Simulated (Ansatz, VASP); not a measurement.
# SiNi2 in VASP and in Ansatz

```
Si Ni
1.0
     3.86846    0.00000    0.00000
    -1.93423    3.35019    0.00000
     0.00000    0.00000    4.91699
Si Ni
2 4
Cartesian
  0.0000 2.2335 3.6877
  1.9342 1.1167 1.2292
  0.0000 0.0000 0.0000
  0.0000 0.0000 2.4585
  0.1039 2.2935 1.2292
  1.9342 1.1167 3.6877
```

Alike in both runs: task single point; functional PBEsol; k mesh 12 × 12 × 10; occupations gaussian, width 0.15 eV; no spin polarisation.

```csv
,VASP,Ansatz
version,VASP 6.6.1,Ansatz 0.2.0
potentials or method,"VASP PAW PBE potentials, release 64 (Si, Ni), cutoff 520 eV","scalar-relativistic, plane waves, PAW"
valence electrons in the cell,48,80
```

VASP gave:

```
gap on the k mesh at the Fermi level (eV)                     : none
pressure (GPa)                                                : 1.1
traceless stress, the component that is largest in VASP (GPa) : -0.79
rms of the force components (eV/Å)                            : 0.459
```

Task: Which values does Ansatz return?

Result: gap on the k mesh at the Fermi level (eV): none; pressure (GPa): 0.8; traceless stress, the component that is largest in VASP (GPa): -0.63; rms of the force components (eV/Å): 0.457.

VASP's potentials were made for PBE, not for PBEsol. Atom by atom the forces differ by 0.003 eV/Å (rms over components). A gap of «none» marks a metal or a gap that the smearing closes. VASP's potentials hold 48 valence electrons a cell and Ansatz's 80, so a difference there can come from the potentials and not from the codes.
